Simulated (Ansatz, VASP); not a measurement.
## AgCl: VASP beside Ansatz

```
Ag Cl
1.0
     0.00000    2.80534    2.80534
     2.80534    0.00000    2.80534
     2.80534    2.80534    0.00000
Ag Cl
1 1
Direct
  0.00000 0.00000 0.00000
  0.50000 0.50000 0.50000
```

Alike in both runs: task electric field gradients; functional PBE; k mesh 9 × 9 × 9; occupations fermi-dirac, width 0.02 eV; no spin polarisation.

|  | VASP | Ansatz |
| --- | --- | --- |
| version | VASP 6.6.1 | Ansatz 0.2.0 |
| potentials or method | VASP PAW PBE potentials, release 64 (Ag, Cl) | PAW with Ansatz's default frozen-core files, scalar-relativistic |
| plane-wave cutoff (eV) | 520 | 420 |
| valence electrons in the cell | 18 | 26 |

VASP gave:

- gap on the k mesh at the Fermi level (eV): 0.96
- pressure (GPa): -0.1

Question: Estimate Ansatz's values.

Answer: gap on the k mesh at the Fermi level (eV): 0.97; pressure (GPa): 0.0.

VASP's potentials hold 18 valence electrons a cell and Ansatz's 26, so a difference there can come from the potentials and not from the codes.
